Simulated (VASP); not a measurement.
# GaMo (Cmmm) in VASP: relaxation of cell and atoms with PBE

Aim: the relaxation of cell and atoms of GaMo with PBE.

All numbers are computed with VASP 6.6.1; they aren't measurements. Logs are shortened: lines on timing, memory, paths and dates and some standing lists are left out, and cuts for length are marked.

## (1) The cell of the first run

The structure is orthorhombic, space group Cmmm (No. 65). The conventional cell has a = 6.308 Å, b = 6.972 Å, c = 2.777 Å, α = 90.00°, β = 90.00°, γ = 90.00°. Ga (site symmetry 2mm) has 3 Ga at 2.55 to 2.78 Å and 8 Mo at 2.71 to 2.83 Å within 3.4 Å. Within 3.6 Å of Mo (site symmetry m2m) lie 8 Ga at 2.71 to 2.83 Å and 5 Mo at 2.75 to 3.24 Å.

The cell was generated, and may not be a known phase.

## (2) Relaxation of cell and atoms, PBE

The input, INCAR:

```
SYSTEM = GaMo
PREC = Accurate
ENCUT = 600
EDIFF = 1E-7
ISMEAR = 0
SIGMA = 0.1
LREAL = .FALSE.
LASPH = .TRUE.
NELM = 80
ALGO = Fast
ISIF = 3
LWAVE = .FALSE.
LCHARG = .FALSE.
GGA = PE
IBRION = 2
NSW = 100
EDIFFG = -0.01
```

The input, KPOINTS:

```
Automatic mesh
0
G
  8 8 12
  0 0 0
```

The input, POSCAR:

```
GaMo
1.0
    3.1540830769     -3.4859372390      0.0000000000
    3.1540830769      3.4859372390      0.0000000000
    0.0000000000      0.0000000000      2.7767230650
Ga Mo
2 2
Direct
    0.7979698361      0.7979698361      0.5000000000
    0.2020301639      0.2020301639      0.5000000000
    0.6975606710      0.3024393290      0.0000000000
    0.3024393290      0.6975606710      0.0000000000
```

Potentials or basis: VASP PAW PBE potentials, release 64 (Ga_d, Mo_sv).

Command:

```
> cat potpaw_PBE.64/Ga_d/POTCAR potpaw_PBE.64/Mo_sv/POTCAR > POTCAR
> mpirun -np 1 vasp_std > vasp.out
```

OUTCAR:

```text
SYSTEM = GaMo
   PREC = Accurate
   ENCUT = 600
   EDIFF = 1E-7
   ISMEAR = 0
   LREAL = .FALSE.
   LASPH = .TRUE.
   NELM = 80
   ISIF = 3
   GGA = PE
   IBRION = 2
   NSW = 100
   EDIFFG = -0.01

 ion  position               nearest neighbor table
   1  0.798  0.798  0.500-   2 2.55   3 2.71   4 2.71   3 2.71   4 2.71   4 2.83   3 2.83   3 2.83
                             4 2.83
   2  0.202  0.202  0.500-   1 2.55   3 2.71   4 2.71   3 2.71   4 2.71   4 2.83   4 2.83   3 2.83
                             3 2.83
   3  0.698  0.302  0.000-   1 2.71   2 2.71   1 2.71   2 2.71   4 2.75   2 2.83   2 2.83   1 2.83
                             1 2.83   4 3.24   4 3.24
   4  0.302  0.698  0.000-   1 2.71   2 2.71   1 2.71   2 2.71   3 2.75   2 2.83   2 2.83   1 2.83
                             1 2.83   3 3.24   3 3.24

  LATTYP: Found a base centered orthorhombic cell.
 ALAT       =     6.3081661538
 B/A-ratio  =     1.1052141475
 C/A-ratio  =     0.4401791261

  Lattice vectors:

 A1 = (   3.1540830769,  -3.4859372390,   0.0000000000)
 A2 = (   3.1540830769,   3.4859372390,   0.0000000000)
 A3 = (   0.0000000000,   0.0000000000,   2.7767230650)

Analysis of symmetry for initial positions (statically):
=====================================================================
 Subroutine PRICEL returns:
 Original cell was already a primitive cell.

 Routine SETGRP: Setting up the symmetry group for a
 base centered orthorhombic supercell.

 Subroutine GETGRP returns: Found  8 space group operations
 (whereof  8 operations were pure point group operations)
 out of a pool of  8 trial point group operations.

The static configuration has the point symmetry D_2h.

Analysis of symmetry for dynamics (positions and initial velocities):
=====================================================================
 Subroutine PRICEL returns:
 Original cell was already a primitive cell.

 Routine SETGRP: Setting up the symmetry group for a
 base centered orthorhombic supercell.

 Subroutine GETGRP returns: Found  8 space group operations
 (whereof  8 operations were pure point group operations)
 out of a pool of  8 trial point group operations.

The dynamic configuration has the point symmetry D_2h.

 Subroutine INISYM returns: Found  8 space group operations
 (whereof  8 operations are pure point group operations),
 and found     1 'primitive' translations

----------------------------------------------------------------------------------------

                                     Primitive cell

  volume of cell :      61.0598

  direct lattice vectors                    reciprocal lattice vectors
     3.154083077 -3.485937239  0.000000000     0.158524677 -0.143433449  0.000000000
     3.154083077  3.485937239  0.000000000     0.158524677  0.143433449  0.000000000
     0.000000000  0.000000000  2.776723065     0.000000000  0.000000000  0.360136743

  length of vectors
     4.701063549  4.701063549  2.776723065     0.213783131  0.213783131  0.360136743

  position of ions in fractional coordinates (direct lattice)
     0.797969836  0.797969836  0.500000000
     0.202030164  0.202030164  0.500000000
     0.697560671  0.302439329  0.000000000
     0.302439329  0.697560671  0.000000000

  ion indices of the primitive-cell ions
   primitive index   ion index
                 1           1
                 2           2
                 3           3
                 4           4

----------------------------------------------------------------------------------------

 KPOINTS: Automatic mesh

Automatic generation of k-mesh.
 Grid dimensions read from file:
 generate k-points for:    8    8   12

 Generating k-lattice:

  Cartesian coordinates                     Fractional coordinates (reciprocal lattice)
     0.019815585 -0.017929181  0.000000000     0.125000000  0.000000000  0.000000000
     0.019815585  0.017929181  0.000000000     0.000000000  0.125000000  0.000000000
     0.000000000  0.000000000  0.030011395     0.000000000  0.000000000  0.083333333

  Length of vectors
     0.026722891  0.026722891  0.030011395

  Shift w.r.t. Gamma in fractional coordinates (k-lattice)
     0.000000000  0.000000000  0.000000000

 Subroutine IBZKPT returns following result:
 ===========================================

 Found    147 irreducible k-points:

 Following reciprocal coordinates:
            Coordinates               Weight
  0.000000  0.000000  0.000000      1.000000
  0.125000 -0.000000  0.000000      4.000000
  0.250000 -0.000000  0.000000      4.000000
  0.375000  0.000000  0.000000      4.000000
  0.500000 -0.000000  0.000000      2.000000
  0.125000  0.125000  0.000000      2.000000
[... 16 lines left out ...]
  0.125000 -0.000000  0.083333      8.000000
  0.250000 -0.000000  0.083333      8.000000
 [... further k-points ...]
   k-points           NKPTS =    147   k-points in BZ     NKDIM =    147   number of bands    NBANDS=     32
   number of dos      NEDOS =    301   number of ions     NIONS =      4
   total plane-waves  NPLWV =  38400
   dimension x,y,z NGX =    40 NGY =   40 NGZ =   24
   dimension x,y,z NGXF=    80 NGYF=   80 NGZF=   48
   ions per type =               2   2
   NGX,Y,Z   is equivalent  to a cutoff of  14.15, 14.15, 14.37 a.u.
   NGXF,Y,Z  is equivalent  to a cutoff of  28.29, 28.29, 28.74 a.u.
 SYSTEM =  GaMo
   PREC   = accura    normal or accurate (medium, high low for compatibility)
   ISTART =      0    job   : 0-new  1-cont  2-samecut
   ICHARG =      2    charge: 1-file 2-atom 10-const
   ISPIN  =      1    spin polarized calculation?
   LNONCOLLINEAR =      F non collinear calculations
   LSORBIT =      F    spin-orbit coupling
   LASPH  =      T    aspherical Exc in radial PAW
   ENCUT  =  600.0 eV  44.10 Ry    6.64 a.u.   9.39  9.39  5.55*2*pi/ulx,y,z
   NELM   =     80;   NELMIN=  2; NELMDL= -5     # of ELM steps
   EDIFF  = 0.1E-06   stopping-criterion for ELM
   LREAL  =      F    real-space projection
   EDIFFG = -.1E-01   stopping-criterion for IOM
   NSW    =    100    number of steps for IOM
   IBRION =      2    ionic relax: 0-MD 1-quasi-New 2-CG
   NFREE  =      1    steps in history (QN), initial steepest desc. (CG)
   ISIF   =      3    stress and relaxation
   ISYM   =      2    0-nonsym 1-usesym 2-fastsym
   POTIM  = 0.5000    time-step for ionic-motion
   TEBEG  =    0.0;   TEEND  =   0.0 temperature during run
   PSTRESS=    0.0 pullay stress
   NELECT =      54.0000    total number of electrons
   NUPDOWN=      -1.0000    fix difference up-down
   EMIN   =  10.00;   EMAX   =-10.00  energy-range for DOS
   EFERMI =   0.00;   METHOD = LEGACY
   ISMEAR =     0;   SIGMA  =   0.10  broadening in eV -4-tet -1-fermi 0-gaus
   EFERMI_NEDOS =   21; number of points for ismear=-14 and -15
   IALGO  =     68    algorithm
   IMIX   =      4    mixing-type and parameters
     AMIX     =   0.40;   BMIX     =  1.00
     AMIX_MAG =   1.60;   BMIX_MAG =  1.00
  volume/ion in A,a.u.               =      15.26       103.01
  Fermi-wavevector in a.u.,A,eV,Ry     =   1.571403  2.969522 33.596980  2.469308
  Thomas-Fermi vector in A             =   2.672992
   LORBIT       =      0    0 simple, 1 ext, 2 COOP (PROOUT), +10 PAW based schemes
   GGA     = PE    functional components
   LHFCALC =     F    Hartree Fock is set to
   AEXX    =    0.0000 exact exchange contribution
   IVDW    =     0    specifies the selected vdW correction
   LEPSILON=     F    determine dielectric tensor
   LRPA    =     F    only Hartree local field effects (RPA)
 conjugate gradient relaxation of ions
 non-spin polarized calculation
 RMM-DIIS sequential band-by-band and
 Gauss-broadening in eV      SIGMA  =   0.10
  energy-cutoff  :      600.00
  volume of cell :       61.06
 maximum number of plane-waves:      2066
 NGX is ok and might be reduce to    40
   NGX = 19   NGY = 19   NGZ = 11

--------------------------------------- Ionic step        1  -------------------------------------------

 number of electron      53.9999985 magnetization

 Free energy of the ion-electron system (eV)
  ---------------------------------------------------
  ext. energy  EPLUGINS =         0.00000000
  ---------------------------------------------------
  free energy    TOTEN  =       -27.39484249 eV

  energy without entropy =      -27.38202042  energy(sigma->0) =      -27.38843145

------------------------ aborting loop because EDIFF is reached ----------------------------------------

  FORCE on cell =-STRESS in cart. coord.  units (eV):
  Direction    XX          YY          ZZ          XY          YZ          ZX
  --------------------------------------------------------------------------------------
  -------------------------------------------------------------------------------------
  Total        0.2127090      0.6635173      0.1931662      0.0000000      0.0000000      0.0000000
  in kB        5.5813755     17.4103526      5.0685806      0.0000000      0.0000000      0.0000000
  external PRESSURE =       9.3534362 kB  Pullay stress =       0.0000000 kB
[... 213 lines left out ...]
  energy  without entropy=      -27.3845909345  energy(sigma->0) =      -27.39081537

--------------------------------------- Ionic step        7  -------------------------------------------

 number of electron      53.9999990 magnetization

 Free energy of the ion-electron system (eV)
  ---------------------------------------------------
  ext. energy  EPLUGINS =         0.00000000
  ---------------------------------------------------
  free energy    TOTEN  =       -27.39706035 eV

  energy without entropy =      -27.38459199  energy(sigma->0) =      -27.39082617

 E-fermi :  10.1373     XC(G=0): -12.8059

 val. band max:       10.1361960468   @ k =   0.5000   0.3750   0.3333
 cond. band min:      10.1389980536   @ k =   0.3750   0.3750   0.3333
 fundamental gap:      0.0028020067
 Fermi energy:        10.1373338471

 k-point     1 :       0.0000    0.0000    0.0000
  band No.  band energies     occupation
      1     -50.8807      2.00000
      2     -50.8179      2.00000
      3     -25.2021      2.00000
      4     -25.0346      2.00000
      5     -24.8956      2.00000
      6     -24.7847      2.00000
[... 829 lines left out ...]
     31      11.8144      0.00000
     32      13.5599      0.00000

 [... further k-points ...]
[... 5 lines left out ...]
  --------------------------------------------------------------------------------------
  -------------------------------------------------------------------------------------
  Total       -0.0146586     -0.0098537     -0.0006704      0.0000000      0.0000000      0.0000000
  in kB       -0.3826544     -0.2572247     -0.0175001      0.0000000      0.0000000      0.0000000
  external PRESSURE =      -0.2191264 kB  Pullay stress =       0.0000000 kB
[... 19 lines left out ...]
  FREE ENERGIE OF THE ION-ELECTRON SYSTEM (eV)
  ---------------------------------------------------
  free  energy   TOTEN  =       -27.3970603548 eV

  energy  without entropy=      -27.3845919862  energy(sigma->0) =      -27.39082617

 reached required accuracy - stopping structural energy minimisation
```

Wall time 51 min (1 thread of Intel Xeon 8259CL, shared host); peak memory 0.43 GiB.

Results:

| Property | Result |
| --- | --- |
| Free energy | -27.3971 eV |
| Relaxed volume | 15.34 Å³/atom |
| Relaxed cell | a = 4.719 Å, b = 4.719 Å, c = 2.773 Å, α = 90.00°, β = 90.00°, γ = 96.23° |
| Space group after relaxing (to 0.1 Å) | Cmmm (No. 65) |
| Energy gained by relaxing | 0.6 meV/atom |
| Ionic steps | 7 |
| Pressure after relaxing | 0.0 GPa |
| Largest force after relaxing | 0.005 eV/Å |
| Band gap on the k mesh | zero (bands 27 and 28 overlap by 1.62 eV) |

Forces in eV/Å, atoms in the order of the input:
```
Ga  -0.005  0.000  0.000
Ga   0.005  0.000  0.000
Mo   0.000 -0.003  0.000
Mo   0.000  0.003  0.000
```

The path:
```tsv
step	energy change (eV)	largest force (eV/Å)	pressure (GPa)	volume (Å³)
1	0.0000	0.0151	0.94	61.06
2	0.0001	0.0492	-1.40	61.85
3	-0.0015	0.0205	-0.23	61.45
4	-0.0022	0.0045	-0.06	61.40
5	-0.0022	0.0133	0.00	61.38
6	-0.0022	0.0139	0.00	61.38
7	-0.0022	0.0053	-0.02	61.38
```

Final structure:
```yaml
crystal:
  lattice:
    - [3.15025, -3.51301, 0.00000]
    - [3.15025, 3.51301, 0.00000]
    - [0.00000, 0.00000, 2.77296]
  atoms:
    - { symbol: Ga, position: [0.79804, 0.79804, 0.50000] }
    - { symbol: Ga, position: [0.20196, 0.20196, 0.50000] }
    - { symbol: Mo, position: [0.69751, 0.30249, 0.00000] }
    - { symbol: Mo, position: [0.30249, 0.69751, 0.00000] }
```

Levels at points of the mesh, in eV from the Fermi level:
| k point | band 25 | band 26 | band 27 | band 28 | band 29 | band 30 |
| --- | --- | --- | --- | --- | --- | --- |
| (0.00, 0.00, 0.00) | -2.28 | -1.28 | 0.81 | 1.12 | 1.46 | 1.76 |
| (0.50, 0.00, 0.00) | -2.53 | -1.82 | 0.71 | 0.91 | 1.01 | 1.48 |
| (0.50, 0.50, 0.00) | -2.02 | -1.75 | 0.32 | 0.57 | 0.68 | 1.26 |
| (0.00, 0.00, 0.50) | -2.32 | -1.66 | 0.57 | 0.65 | 1.35 | 3.21 |
| (0.50, 0.00, 0.50) | -1.41 | -1.12 | 0.33 | 0.37 | 1.14 | 1.39 |
| (0.50, 0.50, 0.50) | -1.61 | -1.39 | -0.94 | -0.58 | 0.19 | 0.90 |
